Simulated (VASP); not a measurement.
# Ca (I4/mmm) in VASP: a series of runs

The runs below take Ca through single point, with r2SCAN0, LDA.

Everything below comes from runs of VASP 6.6.1. Logs are shortened: lines on timing, memory, paths and dates and some standing lists are left out, and cuts for length are marked.

### 1 The cell of the first run

It takes space group I4/mmm (No. 139, tetragonal). The conventional cell has a = 4.410 Å, b = 4.410 Å, c = 4.392 Å, α = 90.00°, β = 90.00°, γ = 90.00°. Ca (site symmetry 4/mmm) has 14 Ca at 3.81 to 4.41 Å within 5.0 Å.

This isn't the form of Ca at room conditions, which is fcc.

### 2 Single point, r2SCAN0

POSCAR

```
Ca
1.0
   -2.2052049050      2.2052049050      2.1961148100
    2.2052049050     -2.2052049050      2.1961148100
    2.2052049050      2.2052049050     -2.1961148100
Ca
1
Direct
    0.5000000000      0.5000000000      0.0000000000
```

INCAR.step1

```
SYSTEM = Ca
ALGO     = Normal         ! electronic algorithm
EDIFF    = 1E-5           ! SCF threshold, eV
ENCUT    = 440            ! plane-wave cutoff, eV
GGA      = PE             ! functional
GGA_COMPAT= .FALSE.      
ISIF     = 2              ! what is computed and relaxed
ISMEAR   = -1             ! smearing method
LASPH    = .TRUE.         ! aspherical terms in the spheres
LCHARG   = .FALSE.        ! write CHGCAR
LREAL    = .FALSE.        ! projectors in reciprocal space
LWAVE    = .TRUE.         ! write WAVECAR
NBANDS   = 11             ! bands
NELM     = 120            ! most SCF steps
PREC     = Accurate       ! precision mode
SIGMA    = 0.01           ! smearing width, eV
```

INCAR.step2

```
SYSTEM = Ca
AEXX     = 0.25           ! exact-exchange fraction
ALGO     = Normal         ! electronic algorithm
EDIFF    = 1E-6           ! SCF threshold, eV
ENCUT    = 440            ! plane-wave cutoff, eV
GGA_COMPAT= .FALSE.      
ISIF     = 2              ! what is computed and relaxed
ISMEAR   = -1             ! smearing method
ISTART   = 1            
LASPH    = .TRUE.         ! aspherical terms in the spheres
LCHARG   = .FALSE.        ! write CHGCAR
LHFCALC  = .TRUE.         ! exact exchange
LMIXTAU  = .TRUE.       
LREAL    = .FALSE.        ! projectors in reciprocal space
LWAVE    = .FALSE.        ! write WAVECAR
METAGGA  = R2SCAN         ! meta-GGA
NBANDS   = 11             ! bands
NELM     = 120            ! most SCF steps
PREC     = Accurate       ! precision mode
PRECFOCK = Normal       
SIGMA    = 0.01           ! smearing width, eV
```

KPOINTS

```
k-points
0
G
  6 6 6
  0 0 0
```

Potentials or basis: VASP PAW PBE potentials, release 64 (Ca_sv).

Run with:

```
$ cat potpaw_PBE.64/Ca_sv/POTCAR > POTCAR
$ cp INCAR.step1 INCAR
$ mpirun -np 1 vasp_std > vasp.out
$ cp INCAR.step2 INCAR
$ mpirun -np 1 vasp_std > vasp.out
```

OUTCAR:

```text
SYSTEM = Ca
   AEXX = 0.25
   EDIFF = 1E-6
   ENCUT = 440
   ISIF = 2
   ISMEAR = -1
   ISTART = 1
   LASPH = .TRUE.
   LHFCALC = .TRUE.
   LREAL = .FALSE.
   METAGGA = R2SCAN
   NELM = 120
   PREC = Accurate
   PRECFOCK = Normal

 ion  position               nearest neighbor table
   1  0.500  0.500  0.000-

  LATTYP: Found a body centered tetragonal cell.
 ALAT       =     4.4104098100
 C/A-ratio  =     0.9958778910

  Lattice vectors:

 A1 = (  -2.2052049050,   2.2052049050,   2.1961148100)
 A2 = (   2.2052049050,  -2.2052049050,   2.1961148100)
 A3 = (   2.2052049050,   2.2052049050,  -2.1961148100)

Analysis of symmetry for initial positions (statically):
=====================================================================
 Subroutine PRICEL returns:
 Original cell was already a primitive cell.

 Routine SETGRP: Setting up the symmetry group for a
 body centered tetragonal supercell.

 Subroutine GETGRP returns: Found 16 space group operations
 (whereof 16 operations were pure point group operations)
 out of a pool of 16 trial point group operations.

The static configuration has the point symmetry D_4h.

Analysis of symmetry for dynamics (positions and initial velocities):
=====================================================================
 Subroutine PRICEL returns:
 Original cell was already a primitive cell.

 Routine SETGRP: Setting up the symmetry group for a
 body centered tetragonal supercell.

 Subroutine GETGRP returns: Found 16 space group operations
 (whereof 16 operations were pure point group operations)
 out of a pool of 16 trial point group operations.

The dynamic configuration has the point symmetry D_4h.

 Subroutine INISYM returns: Found 16 space group operations
 (whereof 16 operations are pure point group operations),
 and found     1 'primitive' translations

----------------------------------------------------------------------------------------

                                     Primitive cell

  volume of cell :      42.7182

  direct lattice vectors                    reciprocal lattice vectors
    -2.205204905  2.205204905  2.196114810     0.000000000  0.226736300  0.227674800
     2.205204905 -2.205204905  2.196114810     0.226736300  0.000000000  0.227674800
     2.205204905  2.205204905 -2.196114810     0.226736300  0.226736300  0.000000000

  length of vectors
     3.814285989  3.814285989  3.814285989     0.321317855  0.321317855  0.320653550

  position of ions in fractional coordinates (direct lattice)
     0.500000000  0.500000000  0.000000000

  ion indices of the primitive-cell ions
   primitive index   ion index
                 1           1

----------------------------------------------------------------------------------------

 KPOINTS: k-points

Automatic generation of k-mesh.
 Grid dimensions read from file:
 generate k-points for:    6    6    6

 Generating k-lattice:

  Cartesian coordinates                     Fractional coordinates (reciprocal lattice)
     0.000000000  0.037789383  0.037945800     0.166666667  0.000000000 -0.000000000
     0.037789383  0.000000000  0.037945800     0.000000000  0.166666667 -0.000000000
     0.037789383  0.037789383  0.000000000     0.000000000  0.000000000  0.166666667

  Length of vectors
     0.053552976  0.053552976  0.053442258

  Shift w.r.t. Gamma in fractional coordinates (k-lattice)
     0.000000000  0.000000000  0.000000000

 Subroutine IBZKPT returns following result:
 ===========================================

 Found     30 irreducible k-points:

 Following reciprocal coordinates:
            Coordinates               Weight
  0.000000  0.000000  0.000000      1.000000
  0.166667 -0.000000  0.000000      8.000000
  0.333333  0.000000 -0.000000      8.000000
  0.500000 -0.000000  0.000000      4.000000
  0.166667  0.166667  0.000000      8.000000
  0.333333  0.166667 -0.000000     16.000000
[... 16 lines left out ...]
 -0.333333 -0.333333  0.166667      8.000000
 -0.166667 -0.333333  0.166667      8.000000
 [... further k-points ...]
   k-points           NKPTS =     30   k-points in BZ     NKDIM =    216   number of bands    NBANDS=     11
   number of dos      NEDOS =    301   number of ions     NIONS =      1
   total plane-waves  NPLWV =  21952
   dimension x,y,z NGX =    28 NGY =   28 NGZ =   28
   dimension x,y,z NGXF=    56 NGYF=   56 NGZF=   56
   ions per type =               1
   NGX,Y,Z   is equivalent  to a cutoff of  12.20, 12.20, 12.20 a.u.
   NGXF,Y,Z  is equivalent  to a cutoff of  24.41, 24.41, 24.41 a.u.
 SYSTEM =  Ca
   PREC   = accura    normal or accurate (medium, high low for compatibility)
   ISTART =      1    job   : 0-new  1-cont  2-samecut
   ICHARG =      0    charge: 1-file 2-atom 10-const
   ISPIN  =      1    spin polarized calculation?
   LNONCOLLINEAR =      F non collinear calculations
   LSORBIT =      F    spin-orbit coupling
   LASPH  =      T    aspherical Exc in radial PAW
   ENCUT  =  440.0 eV  32.34 Ry    5.69 a.u.   6.52  6.52  6.52*2*pi/ulx,y,z
   NELM   =    120;   NELMIN=  2; NELMDL=  0     # of ELM steps
   EDIFF  = 0.1E-05   stopping-criterion for ELM
   LREAL  =      F    real-space projection
   EDIFFG = 0.1E-04   stopping-criterion for IOM
   NSW    =      0    number of steps for IOM
   IBRION =     -1    ionic relax: 0-MD 1-quasi-New 2-CG
   NFREE  =      0    steps in history (QN), initial steepest desc. (CG)
   ISIF   =      2    stress and relaxation
   ISYM   =      3    0-nonsym 1-usesym 2-fastsym
   POTIM  = 0.5000    time-step for ionic-motion
   TEBEG  =    0.0;   TEEND  =   0.0 temperature during run
   PSTRESS=    0.0 pullay stress
   NELECT =      10.0000    total number of electrons
   NUPDOWN=      -1.0000    fix difference up-down
   EMIN   =  10.00;   EMAX   =-10.00  energy-range for DOS
   EFERMI =   0.00;   METHOD = LEGACY
   ISMEAR =    -1;   SIGMA  =   0.01  broadening in eV -4-tet -1-fermi 0-gaus
   EFERMI_NEDOS =   21; number of points for ismear=-14 and -15
   IALGO  =     38    algorithm
   IMIX   =      1    mixing-type and parameters
     AMIX     =   0.40;   BMIX     =  1.00
     AMIX_MAG =   1.60;   BMIX_MAG =  1.00
  volume/ion in A,a.u.               =      42.72       288.28
  Fermi-wavevector in a.u.,A,eV,Ry     =   1.008952  1.906643 13.850516  1.017984
  Thomas-Fermi vector in A             =   2.141851
   LORBIT       =      0    0 simple, 1 ext, 2 COOP (PROOUT), +10 PAW based schemes
   METAGGA = R2SCAN    functional components
   LHFCALC =     T    Hartree Fock is set to
   PRECFOCK=normal    Normal, Fast or Accurate (Low or Medium for compatibility)
   ENCUT4O =  -1.0   cutoff for four orbital integrals eV
   NKREDX  =     1    reduce k-point grid by
   NKREDY  =     1    reduce k-point grid by
   NKREDZ  =     1    reduce k-point grid by
   AEXX    =    0.2500 exact exchange contribution
   HFSCREEN=    0.0000 screening length (either q_TF or 0.3 A-1)
   HFSCREENC=   0.0000 screening length for correlation (either q_TF or 0.3 A-1)
   ENCUTFOCK=  -1.0 apply spherical cutoff to Coloumb kernel
   IVDW    =     0    specifies the selected vdW correction
   LEPSILON=     F    determine dielectric tensor
   LRPA    =     F    only Hartree local field effects (RPA)
 non-spin polarized calculation
  energy-cutoff  :      440.00
  volume of cell :       42.72
 maximum number of plane-waves:       935
 NGX is ok and might be reduce to    28
  NGX = 20; NGY = 20; NGZ = 20

 number of electron      10.0000001 magnetization

 Free energy of the ion-electron system (eV)
  ---------------------------------------------------
  ext. energy  EPLUGINS =         0.00000000
  ---------------------------------------------------
  free energy    TOTEN  =        -5.65412750 eV

  energy without entropy =       -5.65391922  energy(sigma->0) =       -5.65402336

 E-fermi :   2.1530     XC(G=0):  -6.3819

 val. band max:        2.1420495964   @ k =   0.5000   0.5000   0.3333
 cond. band min:       2.3754033914   @ k =   0.3333   0.3333   0.1667
 fundamental gap:      0.2333537950
 Fermi energy:         2.1530357198

 k-point     1 :       0.0000    0.0000    0.0000
  band No.  band energies     occupation
      1     -45.2717      2.00000
      2     -24.1049      2.00000
      3     -24.0986      2.00000
      4     -24.0986      2.00000
      5      -3.4327      2.00000
      6       5.8248      0.00000
      7       5.8421      0.00000
      8       5.8421      0.00000
      9       7.0269      0.00000
     10       7.0523      0.00000
     11      13.4151      0.00000

 k-point     2 :       0.1667   -0.0000    0.0000
  band No.  band energies     occupation
      1     -45.2679      2.00000
      2     -24.1402      2.00000
      3     -24.1107      2.00000
      4     -24.1017      2.00000
      5      -2.8405      2.00000
      6       5.4035      0.00000
      7       5.4746      0.00000
      8       6.2444      0.00000
      9       6.7884      0.00000
     10       7.0434      0.00000
     11      12.7480      0.00000

 k-point     3 :       0.3333    0.0000   -0.0000
  band No.  band energies     occupation
      1     -45.2603      2.00000
      2     -24.2140      2.00000
      3     -24.1349      2.00000
      4     -24.1022      2.00000
      5      -1.1906      2.00000
      6       3.8622      0.00000
      7       4.8833      0.00000
      8       6.9182      0.00000
      9       7.2064      0.00000
     10       7.3571      0.00000
     11      10.1744      0.00000
[... 267 lines left out ...]
 k-point    23 :      -0.3333   -0.3333    0.1667
  band No.  band energies     occupation
      1     -45.2525      2.00000
      2     -24.2207      2.00000
      3     -24.1834      2.00000
      4     -24.1385      2.00000
      5       1.1652      2.00000
      6       3.1327      0.00000
      7       4.3752      0.00000
      8       6.3341      0.00000
      9       6.9420      0.00000
     10       8.2302      0.00000
     11       8.9344      0.00000

 k-point    24 :      -0.1667   -0.3333    0.1667
  band No.  band energies     occupation
      1     -45.2573      2.00000
      2     -24.2081      2.00000
      3     -24.1484      2.00000
      4     -24.1292      2.00000
      5      -0.6687      2.00000
      6       3.9772      0.00000
      7       5.1564      0.00000
      8       5.9120      0.00000
      9       7.2659      0.00000
     10       7.2925      0.00000
     11      10.2113      0.00000

 [... further k-points ...]

------------------------ aborting loop because EDIFF is reached ----------------------------------------

  FORCE on cell =-STRESS in cart. coord.  units (eV):
  Direction    XX          YY          ZZ          XY          YZ          ZX
  --------------------------------------------------------------------------------------
  -------------------------------------------------------------------------------------
  Total        0.2549414      0.2549414      0.2012061      0.0000000      0.0000000      0.0000000
  in kB        9.5617626      9.5617626      7.5463804      0.0000000      0.0000000      0.0000000
  external PRESSURE =       8.8899686 kB  Pullay stress =       0.0000000 kB

 VOLUME and BASIS-vectors are now :
 -----------------------------------------------------------------------------
  energy-cutoff  :      440.00
  volume of cell :       42.72
      direct lattice vectors                 reciprocal lattice vectors
    -2.205204905  2.205204905  2.196114810     0.000000000  0.226736300  0.227674800
     2.205204905 -2.205204905  2.196114810     0.226736300  0.000000000  0.227674800
     2.205204905  2.205204905 -2.196114810     0.226736300  0.226736300  0.000000000

 POSITION                                       TOTAL-FORCE (eV/Angst)
 -----------------------------------------------------------------------------------
      0.00000      0.00000      2.19611         0.000000      0.000000     -0.000000
 -----------------------------------------------------------------------------------
    total drift:                               -0.000000      0.000000     -0.000000

  FREE ENERGIE OF THE ION-ELECTRON SYSTEM (eV)
  ---------------------------------------------------
  free  energy   TOTEN  =        -5.6541274951 eV

  energy  without entropy=       -5.6539192228  energy(sigma->0) =       -5.65402336
```

It took 21 min on 1 thread of AMD EPYC 7R43 (Zen 3), shared host; peak memory 0.14 GiB.

What came out:

```yaml
Free_energy: -5.6541 eV
Pressure: 0.9 GPa
Band_gap_on_the_k_mesh: zero (bands 5 and 6 overlap by 1.32 eV)
```

Caveat: the PAW data sets were made with another functional, which shifts forces and pressure a little.

### 3 Single point, r2SCAN0 (46.14 Å³/atom)

This run uses another cell than the first one, of 46.14 Å³/atom.

POSCAR

```
Ca
1.0
   -2.2625084050      2.2625084050      2.2531821000
    2.2625084050     -2.2625084050      2.2531821000
    2.2625084050      2.2625084050     -2.2531821000
Ca
1
Direct
    0.5000000000      0.5000000000      0.0000000000
```

INCAR.step1

```
ALGO = Normal ; EDIFF = 1E-5
ENCUT = 440 ; GGA = PE
GGA_COMPAT = F ; ISIF = 2
ISMEAR = 1 ; LASPH = T
LCHARG = F ; LREAL = F
LWAVE = T ; NBANDS = 11
NELM = 120 ; PREC = Accurate
SIGMA = 0.05
```

INCAR.step2

```
AEXX = 0.25 ; ALGO = Normal
EDIFF = 1E-6 ; ENCUT = 440
GGA_COMPAT = F ; ISIF = 2
ISMEAR = 1 ; ISTART = 1
LASPH = T ; LCHARG = F
LHFCALC = T ; LMIXTAU = T
LREAL = F ; LWAVE = F
METAGGA = R2SCAN ; NBANDS = 11
NELM = 120 ; PREC = Accurate
PRECFOCK = Normal ; SIGMA = 0.05
```

KPOINTS

```
k-points
0
Gamma
  6 6 6
```

Potentials or basis: VASP PAW PBE potentials, release 64 (Ca_sv).

Run with:

```
$ cat potpaw_PBE.64/Ca_sv/POTCAR > POTCAR
$ cp INCAR.step1 INCAR
$ mpirun -np 1 vasp_std > vasp.out
$ cp INCAR.step2 INCAR
$ mpirun -np 1 vasp_std > vasp.out
```

Run time: 34 min. Hardware: 1 thread of AMD EPYC 7R43 (Zen 3), shared host; peak memory 0.15 GiB.

The run converged. Its results:

* Free energy: -5.6644 eV
* Pressure: -0.5 GPa
* Band gap on the k mesh: zero (bands 5 and 6 overlap by 1.58 eV)

Stress tensor (GPa, compression positive):
```
-0.40  0.00  0.00
 0.00 -0.40  0.00
 0.00  0.00 -0.60
```

Levels at points of the mesh, in eV from the Fermi level:
```csv
k point,band 3,band 4,band 5,band 6,band 7,band 8
"(0.00, 0.00, 0.00)",-26.40,-26.40,-5.35,3.61,3.62,3.62
"(0.50, 0.00, 0.00)",-26.43,-26.40,-1.17,-0.64,2.50,4.59
"(0.50, 0.50, 0.00)",-26.43,-26.40,-1.17,-0.69,2.53,4.57
"(0.50, 0.50, 0.50)",-26.47,-26.47,0.89,0.90,4.25,4.25
```

Caveat: the PAW data sets were made with another functional, which shifts forces and pressure a little.

### 4 Single point, LDA

This run uses another cell than the first one, of 40.16 Å³/atom.

INCAR

```
SYSTEM = Ca
  ALGO = Normal
  EDIFF = 1E-7
  ENCUT = 520
  ISIF = 2
  ISMEAR = 1
  LASPH = .True.
  LCHARG = .False.
  LREAL = .False.
  LWAVE = .False.
  NBANDS = 11
  NELM = 60
  PREC = Accurate
  SIGMA = 0.05
```

KPOINTS

```
k-points
0
Gamma
  9 9 9
  0 0 0
```

POSCAR

```
Ca
1.0
   -2.1601880904      2.1601880904      2.1512835610
    2.1601880904     -2.1601880904      2.1512835610
    2.1601880904      2.1601880904     -2.1512835610
Ca
1
Direct
    0.5000000000      0.5000000000      0.0000000000
```

Potentials or basis: VASP PAW LDA potentials, release 64 (Ca_sv).

Run with:

```
$ cat potpaw_LDA.64/Ca_sv/POTCAR > POTCAR
$ mpirun -np 1 vasp_std > vasp.out
```

It took 12 s on 1 thread of Intel Xeon 6975P-C (Granite Rapids), shared host; peak memory 0.16 GiB.

It converged, with:

* Free energy: -2.1796 eV
* Pressure: -1.2 GPa
* Band gap on the k mesh: zero (bands 5 and 6 overlap by 0.16 eV)

Stress tensor (GPa, compression positive):
```
-1.16  0.00  0.00
 0.00 -1.16  0.00
 0.00  0.00 -1.26
```

Levels at points of the mesh, in eV from the Fermi level:
```
           k point  band 1  band 2  band 3  band 4  band 5  band 6  band 7  band 8  band 9  band 10
(0.00, 0.00, 0.00)  -41.50  -22.70  -22.70  -22.70   -4.18    2.20    2.22    2.22    3.33     3.36
```

### 5 Single point, LDA

This run uses another cell than the first one, of 41.01 Å³/atom.

INCAR

```
SYSTEM = Ca
  PREC = Accurate
  ENCUT = 520
  EDIFF = 1E-7
  ISMEAR = 1
  SIGMA = 0.05
  LREAL = .False.
  LASPH = .True.
  NELM = 80
  ALGO = Normal
  ISIF = 2
  LWAVE = .False.
  LCHARG = .False.
  GGA = CA
  NBANDS = 11
```

KPOINTS

```
Automatic mesh
0
Gamma
  9 9 9
  0 0 0
```

POSCAR

```
Ca
1.0
   -2.1754011839      2.1754011839      2.1664339444
    2.1754011839     -2.1754011839      2.1664339444
    2.1754011839      2.1754011839     -2.1664339444
Ca
1
Direct
    0.5000000000      0.5000000000      0.0000000000
```

Run with:

```
$ cat potpaw_LDA.64/Ca_sv/POTCAR > POTCAR
$ mpirun -np 1 vasp_std > vasp.out
```

Wall time 12 s (1 thread of Intel Xeon 6975P-C (Granite Rapids), shared host); peak memory 0.16 GiB.

It converged, with:

| Quantity | Value |
| --- | --- |
| Free energy | -2.1728 eV |
| Pressure | -1.4 GPa |
| Band gap on the k mesh | zero (bands 5 and 6 overlap by 0.16 eV) |

Stress tensor (GPa, compression positive):
```
-1.38  0.00  0.00
 0.00 -1.38  0.00
 0.00  0.00 -1.50
```

Levels at points of the mesh, in eV from the Fermi level:
| k point | band 1 | band 2 | band 3 | band 4 | band 5 | band 6 | band 7 | band 8 | band 9 | band 10 |
| --- | --- | --- | --- | --- | --- | --- | --- | --- | --- | --- |
| (0.00, 0.00, 0.00) | -41.56 | -22.77 | -22.76 | -22.76 | -4.14 | 2.17 | 2.18 | 2.18 | 3.27 | 3.29 |

### 6 Summary

```tsv
level	potentials or basis	cell	k mesh	cutoff (eV)	smearing	grid for exact exchange (PRECFOCK)	share of exact exchange	gap on the mesh (eV)	pressure (GPa)
r2SCAN0	VASP PAW PBE potentials, release 64 (Ca_sv)	a = 3.814 Å, angles 109.4, 109.4, 109.7°, 1 atom	6 × 6 × 6	440	fermi-dirac 0.01 eV	Normal	0.25	none	0.9
r2SCAN0	VASP PAW PBE potentials, release 64 (Ca_sv)	a = 3.913 Å, angles 109.4, 109.4, 109.7°, 1 atom	6 × 6 × 6	440	methfessel-paxton 0.05 eV	Normal	0.25	none	-0.5
LDA	VASP PAW LDA potentials, release 64 (Ca_sv)	a = 3.736 Å, angles 109.4, 109.4, 109.7°, 1 atom	9 × 9 × 9	520	methfessel-paxton 0.05 eV	-	-	none	-1.2
LDA	VASP PAW LDA potentials, release 64 (Ca_sv)	a = 3.763 Å, angles 109.4, 109.4, 109.7°, 1 atom	9 × 9 × 9	520	methfessel-paxton 0.05 eV	-	-	none	-1.4
```

Alike in all rows: task single point; no spin polarisation.

Caveats: the PAW data sets were made with another functional, which shifts forces and pressure a little (at least some runs).

Absolute energies hang on the potentials; compare differences alone.
